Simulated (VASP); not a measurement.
# Ti12H in VASP: further runs

Runs on Ti12H. Level: PBE. Tasks: single point.

Everything below comes from runs of VASP 6.6.1. Logs are shortened: lines on timing, memory, paths and dates and some standing lists are left out, and cuts for length are marked.

### 1 The cell of the first run

The cell holds a slab with vacuum, 13 atoms: a = 5.815 Å, b = 5.815 Å, c = 19.306 Å, α = 90.00°, β = 90.00°, γ = 90.00°.

### 2 Single point, PBE

Input file INCAR:

```
ALGO = Normal
DIPOL = 0.5 0.5 0.321
EDIFF = 1E-7
ENCUT = 520
GGA = PE
IDIPOL = 3
ISIF = 2
ISMEAR = 0
LASPH = True
LCHARG = False
LDIPOL = True
LREAL = False
LWAVE = False
NBANDS = 84
NELM = 80
PREC = Accurate
SIGMA = 0.1
```

Input file KPOINTS:

```
k-points
0
Gamma
  5 5 1
```

Input file POSCAR:

```
Ti12H
1.0
    5.8150893847      0.0000000000      0.0000000000
    0.0000000000      5.8150893847      0.0000000000
    0.0000000000      0.0000000000     19.3059825436
Ti H
12 1
Direct
    0.2500000000      0.2500000000      0.2071896621
    0.2500000000      0.7500000000      0.2071896621
    0.7500000000      0.2500000000      0.2071896621
    0.7500000000      0.7500000000      0.2071896621
    0.0000000000      0.0000000000      0.3057583574
    0.0000000000      0.5000000000      0.3057583574
    0.5000000000      0.0000000000      0.3057583574
    0.5000000000      0.5000000000      0.3057583574
    0.2500000000      0.2500000000      0.4043297214
    0.2500000000      0.7500000000      0.4043297214
    0.7500000000      0.2500000000      0.4043297214
    0.7500000000      0.7500000000      0.4043297214
    0.2500000000      0.2500000000      0.4982894975
```

Potentials or basis: VASP PAW PBE potentials, release 64 (Ti_sv, H).

The run is started by

```console
> cat potpaw_PBE.64/Ti_sv/POTCAR potpaw_PBE.64/H/POTCAR > POTCAR
> mpirun -np 1 vasp_std > vasp.out
```

OUTCAR:

```text
EDIFF = 1E-7
   ENCUT = 520
   GGA = PE
   ISIF = 2
   ISMEAR = 0
   LASPH = True
   LREAL = False
   NELM = 80
   PREC = Accurate

 ion  position               nearest neighbor table
   1  0.250  0.250  0.207-   5 2.80   6 2.80   7 2.80   8 2.80   2 2.91   3 2.91   2 2.91   3 2.91

   2  0.250  0.750  0.207-   5 2.80   6 2.80   7 2.80   8 2.80   1 2.91   4 2.91   1 2.91   4 2.91

   3  0.750  0.250  0.207-   5 2.80   6 2.80   7 2.80   8 2.80   1 2.91   4 2.91   4 2.91   1 2.91
[... 15 lines left out ...]
  11  0.750  0.250  0.404-   5 2.80   6 2.80   7 2.80   8 2.80   9 2.91  12 2.91  12 2.91   9 2.91

  12  0.750  0.750  0.404-   5 2.80   6 2.80   7 2.80   8 2.80  10 2.91  11 2.91  11 2.91  10 2.91

  13  0.250  0.250  0.498-   9 1.81

  LATTYP: Found a simple tetragonal cell.
 ALAT       =     5.8150893847
 C/A-ratio  =     3.3199803591

  Lattice vectors:

 A1 = (   5.8150893847,   0.0000000000,   0.0000000000)
 A2 = (   0.0000000000,   5.8150893847,   0.0000000000)
 A3 = (   0.0000000000,   0.0000000000,  19.3059825436)

Analysis of symmetry for initial positions (statically):
=====================================================================
 Subroutine PRICEL returns:
 Original cell was already a primitive cell.

 Routine SETGRP: Setting up the symmetry group for a
 simple tetragonal supercell.

 Subroutine GETGRP returns: Found  8 space group operations
 (whereof  2 operations were pure point group operations)
 out of a pool of 16 trial point group operations.

The static configuration has the point symmetry C_1h.
 The point group associated with its full space group is C_4v.

Analysis of symmetry for dynamics (positions and initial velocities):
=====================================================================
 Subroutine PRICEL returns:
 Original cell was already a primitive cell.

 Routine SETGRP: Setting up the symmetry group for a
 simple tetragonal supercell.

 Subroutine GETGRP returns: Found  8 space group operations
 (whereof  2 operations were pure point group operations)
 out of a pool of 16 trial point group operations.

The dynamic configuration has the point symmetry C_1h.
 The point group associated with its full space group is C_4v.

 Subroutine INISYM returns: Found  8 space group operations
 (whereof  2 operations are pure point group operations),
 and found     1 'primitive' translations

----------------------------------------------------------------------------------------

                                     Primitive cell

  volume of cell :     652.8369

  direct lattice vectors                    reciprocal lattice vectors
     5.815089385  0.000000000  0.000000000     0.171966402  0.000000000  0.000000000
     0.000000000  5.815089385  0.000000000     0.000000000  0.171966402  0.000000000
     0.000000000  0.000000000 19.305982544     0.000000000  0.000000000  0.051797416

  length of vectors
     5.815089385  5.815089385 19.305982544     0.171966402  0.171966402  0.051797416

  position of ions in fractional coordinates (direct lattice)
     0.250000000  0.250000000  0.207189662
     0.250000000  0.750000000  0.207189662
     0.750000000  0.250000000  0.207189662
     0.750000000  0.750000000  0.207189662
     0.000000000  0.000000000  0.305758357
     0.000000000  0.500000000  0.305758357
     0.500000000  0.000000000  0.305758357
     0.500000000  0.500000000  0.305758357
     0.250000000  0.250000000  0.404329721
     0.250000000  0.750000000  0.404329721
     0.750000000  0.250000000  0.404329721
     0.750000000  0.750000000  0.404329721
     0.250000000  0.250000000  0.498289497

  ion indices of the primitive-cell ions
   primitive index   ion index
                 1           1
                 2           2
                 3           3
                 4           4
                 5           5
                 6           6
                 7           7
                 8           8
                 9           9
                10          10
                11          11
                12          12
                13          13

----------------------------------------------------------------------------------------

 KPOINTS: k-points

Automatic generation of k-mesh.
 Grid dimensions read from file:
 generate k-points for:    5    5    1

 Generating k-lattice:

  Cartesian coordinates                     Fractional coordinates (reciprocal lattice)
     0.034393280  0.000000000  0.000000000     0.200000000  0.000000000  0.000000000
     0.000000000  0.034393280  0.000000000     0.000000000  0.200000000  0.000000000
     0.000000000  0.000000000  0.051797416     0.000000000  0.000000000  1.000000000

  Length of vectors
     0.034393280  0.034393280  0.051797416

  Shift w.r.t. Gamma in fractional coordinates (k-lattice)
     0.000000000  0.000000000  0.000000000

 Subroutine IBZKPT returns following result:
 ===========================================

 Found      6 irreducible k-points:

 Following reciprocal coordinates:
            Coordinates               Weight
  0.000000  0.000000  0.000000      1.000000
  0.200000  0.000000  0.000000      4.000000
  0.400000  0.000000  0.000000      4.000000
  0.200000  0.200000  0.000000      4.000000
  0.400000  0.200000  0.000000      8.000000
  0.400000  0.400000  0.000000      4.000000
   k-points           NKPTS =      6   k-points in BZ     NKDIM =      6   number of bands    NBANDS=     84
   number of dos      NEDOS =    301   number of ions     NIONS =     13
   total plane-waves  NPLWV = 331776
   dimension x,y,z NGX =    48 NGY =   48 NGZ =  144
   dimension x,y,z NGXF=    96 NGYF=   96 NGZF=  288
   ions per type =              12   1
   NGX,Y,Z   is equivalent  to a cutoff of  13.72, 13.72, 12.40 a.u.
   NGXF,Y,Z  is equivalent  to a cutoff of  27.45, 27.45, 24.80 a.u.
 SYSTEM =  unknown system
   PREC   = accura    normal or accurate (medium, high low for compatibility)
   ISTART =      0    job   : 0-new  1-cont  2-samecut
   ICHARG =      2    charge: 1-file 2-atom 10-const
   ISPIN  =      1    spin polarized calculation?
   LNONCOLLINEAR =      F non collinear calculations
   LSORBIT =      F    spin-orbit coupling
   LASPH  =      T    aspherical Exc in radial PAW
   ENCUT  =  520.0 eV  38.22 Ry    6.18 a.u.  10.81 10.81 35.90*2*pi/ulx,y,z
   NELM   =     80;   NELMIN=  2; NELMDL= -5     # of ELM steps
   EDIFF  = 0.1E-06   stopping-criterion for ELM
   LREAL  =      F    real-space projection
   EDIFFG = 0.1E-05   stopping-criterion for IOM
   NSW    =      0    number of steps for IOM
   IBRION =     -1    ionic relax: 0-MD 1-quasi-New 2-CG
   NFREE  =      0    steps in history (QN), initial steepest desc. (CG)
   ISIF   =      2    stress and relaxation
   ISYM   =      2    0-nonsym 1-usesym 2-fastsym
   POTIM  = 0.5000    time-step for ionic-motion
   TEBEG  =    0.0;   TEEND  =   0.0 temperature during run
   PSTRESS=    0.0 pullay stress
   NELECT =     145.0000    total number of electrons
   NUPDOWN=      -1.0000    fix difference up-down
   EMIN   =  10.00;   EMAX   =-10.00  energy-range for DOS
   EFERMI =   0.00;   METHOD = LEGACY
   ISMEAR =     0;   SIGMA  =   0.10  broadening in eV -4-tet -1-fermi 0-gaus
   EFERMI_NEDOS =   21; number of points for ismear=-14 and -15
   IALGO  =     38    algorithm
   IMIX   =      4    mixing-type and parameters
     AMIX     =   0.40;   BMIX     =  1.00
     AMIX_MAG =   1.60;   BMIX_MAG =  1.00
  volume/ion in A,a.u.               =      50.22       338.89
  Fermi-wavevector in a.u.,A,eV,Ry     =   0.991431  1.873533 13.373655  0.982936
  Thomas-Fermi vector in A             =   2.123172
   LORBIT       =      0    0 simple, 1 ext, 2 COOP (PROOUT), +10 PAW based schemes
   GGA     = PE    functional components
   LHFCALC =     F    Hartree Fock is set to
   AEXX    =    0.0000 exact exchange contribution
   IVDW    =     0    specifies the selected vdW correction
   LEPSILON=     F    determine dielectric tensor
   LRPA    =     F    only Hartree local field effects (RPA)
 non-spin polarized calculation
 Gauss-broadening in eV      SIGMA  =   0.10
  energy-cutoff  :      520.00
  volume of cell :      652.84
 maximum number of plane-waves:     17596
 NGX is ok and might be reduce to    48
   NGX = 21   NGY = 21   NGZ = 71

 dipolmoment           0.000000      0.000000     -0.027588 electrons x Angstroem

 number of electron     145.0000053 magnetization

 dipolmoment           0.000000      0.000000      0.122629 electrons x Angstroem

 Free energy of the ion-electron system (eV)
  ---------------------------------------------------
  ext. energy  EPLUGINS =         0.00000000
  ---------------------------------------------------
  free energy    TOTEN  =       -89.92277707 eV

  energy without entropy =      -89.77402213  energy(sigma->0) =      -89.84839960

 E-fermi :  -0.0251     XC(G=0):  -4.7364

 val. band max:       -0.0552746169   @ k =   0.4000   0.2000   0.0000
 cond. band min:      -0.0229153091   @ k =   0.0000   0.0000   0.0000
 fundamental gap:      0.0323593079
 Fermi energy:        -0.0250840758

 k-point     1 :       0.0000    0.0000    0.0000
  band No.  band energies     occupation
      1     -56.8760      2.00000
      2     -56.8439      2.00000
      3     -56.8188      2.00000
      4     -56.8087      2.00000
      5     -56.7734      2.00000
      6     -56.7658      2.00000
[... 511 lines left out ...]
     83       0.9301      0.00000
     84       0.9412      0.00000

------------------------ aborting loop because EDIFF is reached ----------------------------------------

 vacuum level on the upper side and lower side of the slab       (xc-potential included)         0.121        -0.524

  FORCE on cell =-STRESS in cart. coord.  units (eV):
  Direction    XX          YY          ZZ          XY          YZ          ZX
  --------------------------------------------------------------------------------------
  -------------------------------------------------------------------------------------
  Total       -5.0167830     -5.0167830      0.2561529      0.0000000      0.0000000      0.0000000
  in kB      -12.3120735    -12.3120735      0.6286445      0.0000000      0.0000000      0.0000000
  external PRESSURE =      -7.9985008 kB  Pullay stress =       0.0000000 kB

 VOLUME and BASIS-vectors are now :
 -----------------------------------------------------------------------------
  energy-cutoff  :      520.00
  volume of cell :      652.84
      direct lattice vectors                 reciprocal lattice vectors
     5.815089385  0.000000000  0.000000000     0.171966402  0.000000000  0.000000000
     0.000000000  5.815089385  0.000000000     0.000000000  0.171966402  0.000000000
     0.000000000  0.000000000 19.305982544     0.000000000  0.000000000  0.051797416

 POSITION                                       TOTAL-FORCE (eV/Angst)
 -----------------------------------------------------------------------------------
      1.45377      1.45377      4.00000         0.000000      0.000000     -0.074183
      1.45377      4.36132      4.00000        -0.000000      0.000000      0.012983
      4.36132      1.45377      4.00000        -0.000000      0.000000      0.012983
      4.36132      4.36132      4.00000         0.000000      0.000000      0.051949
      0.00000      0.00000      5.90297        -0.127825     -0.127825     -0.046703
      0.00000      2.90754      5.90297        -0.127825      0.127825     -0.046703
      2.90754      0.00000      5.90297         0.127825     -0.127825     -0.046703
      2.90754      2.90754      5.90297         0.127825      0.127825     -0.046703
      1.45377      1.45377      7.80598        -0.000000      0.000000      0.045760
      1.45377      4.36132      7.80598         0.000000      0.000000      0.166616
      4.36132      1.45377      7.80598         0.000000      0.000000      0.166616
      4.36132      4.36132      7.80598         0.000000      0.000000     -0.198677
      1.45377      1.45377      9.61997         0.000000      0.000000      0.002764
 -----------------------------------------------------------------------------------
    total drift:                                0.000000     -0.000000      0.000137

  FREE ENERGIE OF THE ION-ELECTRON SYSTEM (eV)
  ---------------------------------------------------
  free  energy   TOTEN  =       -89.9227770690 eV

  energy  without entropy=      -89.7740221334  energy(sigma->0) =      -89.84839960

 vacuum level on the upper side and lower side of the slab         4.277         3.604
```

It took 17 min on 1 thread of Intel Xeon 6975P-C (Granite Rapids), shared host; peak memory 0.74 GiB.

Results:

```
Free energy   : -89.9228 eV
Largest force : 0.199 eV/Å
```

Forces on the atoms (eV/Å):
```
Ti   0.000  0.000 -0.074
Ti   0.000  0.000  0.013
Ti   0.000  0.000  0.013
Ti   0.000  0.000  0.052
Ti  -0.128 -0.128 -0.047
Ti  -0.128  0.128 -0.047
Ti   0.128 -0.128 -0.047
Ti   0.128  0.128 -0.047
Ti   0.000  0.000  0.046
Ti   0.000  0.000  0.167
Ti   0.000  0.000  0.167
Ti   0.000  0.000 -0.199
H    0.000  0.000  0.003
```

### 3 Single point, PBE

Input file INCAR:

```
ALGO = Normal
DIPOL = 0.5 0.5 0.314
EDIFF = 1E-6
ENCUT = 520
GGA = PE
IDIPOL = 3
ISIF = 2
ISMEAR = 0
LASPH = True
LCHARG = False
LDIPOL = True
LREAL = False
LWAVE = False
NBANDS = 84
NELM = 60
PREC = Accurate
SIGMA = 0.1
```

KPOINTS is that of step 2.

Changes to POSCAR since step 2:

```diff
@@ -20,2 +20,2 @@
     0.7500000000      0.7500000000      0.4043297214
-    0.2500000000      0.2500000000      0.4982894975
+    0.5000000000      0.5000000000      0.4165834241
```

Potentials or basis: VASP PAW PBE potentials, release 64 (Ti_sv, H).

The run is started by

```console
> cat potpaw_PBE.64/Ti_sv/POTCAR potpaw_PBE.64/H/POTCAR > POTCAR
> mpirun -np 1 vasp_std > vasp.out
```

Run time: 12 min. Hardware: 1 thread of Intel Xeon 6975P-C (Granite Rapids), shared host; peak memory 0.74 GiB.

It converged, with:

```
Free energy   : -90.8199 eV
Largest force : 0.189 eV/Å
```

Forces in eV/Å, atoms in the order of the input:
```
Ti   0.018  0.018  0.024
Ti   0.018 -0.018  0.024
Ti  -0.018  0.018  0.024
Ti  -0.018 -0.018  0.024
Ti   0.000  0.000  0.034
Ti   0.000  0.000 -0.036
Ti   0.000  0.000 -0.036
Ti   0.000  0.000 -0.095
Ti  -0.133 -0.133  0.008
Ti  -0.133  0.133  0.008
Ti   0.133 -0.133  0.008
Ti   0.133  0.133  0.008
H    0.000  0.000  0.007
```

Levels at points of the mesh, in eV from the Fermi level:
```csv
k point,band 69,band 70,band 71,band 72,band 73,band 74,band 75,band 76
"(0.00, 0.00, 0.00)",-0.14,-0.05,-0.04,0.01,0.01,0.10,0.54,0.76
```
